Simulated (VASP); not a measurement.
A run of VASP 6.6.1:

INCAR

```
PREC = Accurate
ENCUT = 520
EDIFF = 1E-8
ISMEAR = -1
SIGMA = 0.03
LREAL = False
LASPH = True
NELM = 60
ALGO = Normal
ISIF = 2
LWAVE = False
LCHARG = False
GGA = PE
LEFG = True
NBANDS = 16
```

KPOINTS

```
Automatic mesh
0
Gamma
  8 8 8
```

Contents of POSCAR:

```
ZnSe
1.0
    0.0000000000      2.8432146871      2.8432146871
    2.8432146871      0.0000000000      2.8432146871
    2.8432146871      2.8432146871      0.0000000000
Zn Se
1 1
Direct
    0.0000000000      0.0000000000      0.0000000000
    0.7500000000      0.7500000000      0.7500000000
```

Potentials or basis: VASP PAW PBE potentials, release 64 (Zn, Se).

Launch:

```console
$ cat potpaw_PBE.64/Zn/POTCAR potpaw_PBE.64/Se/POTCAR > POTCAR
$ mpirun -np 1 vasp_std > vasp.out
```

Hardware: 1 thread of Intel(R) Xeon(R) Platinum 8488C (Sapphire Rapids), on a shared host.

Problem. Estimate the wall time of this run.

Solution. It took 31 s on 1 thread of Intel(R) Xeon(R) Platinum 8488C (Sapphire Rapids) (shared host), peak memory 0.18 GiB. Counts: scf iterations 15, k points 29.
